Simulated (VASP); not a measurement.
The system is HfB2.

```xyz
3
Lattice="3.1400 0.0000 0.0000 -1.5700 2.7193 0.0000 0.0000 0.0000 3.4800" Properties=species:S:1:pos:R:3 pbc="T T T"
Hf    0.0000    0.0000    0.0000
B     1.5700    0.9064    1.7400
B     0.0000    1.8129    1.7400
```

- Program: VASP 6.6.1
- Task: relaxation of cell and atoms
- Functional: RPBE
- Dispersion: D3(BJ)
- Potentials or basis: VASP PAW PBE potentials, release 64 (Hf_pv, B)
- Cutoff: 600 eV
- k mesh: 10 × 10 × 8
- Occupations: fermi-dirac, width 0.05 eV
- Spin: no spin polarisation

At the start: pressure -28.9 GPa; volume 9.90 Å³/atom.

Task: How do energy, volume and symmetry change on relaxing?

Result: Over 9 steps the energy falls by 102.3 meV/atom and the volume is 8.87 Å³/atom (-10.5 %); space group P6/mmm (No. 191, to 0.05 Å).

Step by step:
```
step  energy change (eV)  largest force (eV/Å)  pressure (GPa)  volume (Å³)
   1              0.0000                0.0000          -28.86        29.71
   2              0.4394                0.0000           68.98        22.68
   3             -0.3045                0.0000           -1.45        26.74
   4             -0.3051                0.0000           -0.20        26.63
   5             -0.3051                0.0000            0.52        26.57
   6             -0.3068                0.0000            0.59        26.55
   7             -0.3068                0.0000            0.57        26.56
   8             -0.3068                0.0000           -0.70        26.66
   9             -0.3069                0.0000            0.02        26.60
```

Final structure:
```
Hf B
1.0
     3.03572    0.00000    0.00000
    -1.51786    2.62901    0.00000
     0.00000    0.00000    3.33296
Hf B
1 2
Cartesian
  0.0000 0.0000 0.0000
  1.5179 0.8763 1.6665
  0.0000 1.7527 1.6665
```

Caveat: the PAW data sets were made with another functional, which shifts forces and pressure a little; the volume moved by -10 % from the deposited cell, more than functionals usually miss; pairwise dispersion overbinds metals, which lowers pressure and volume.
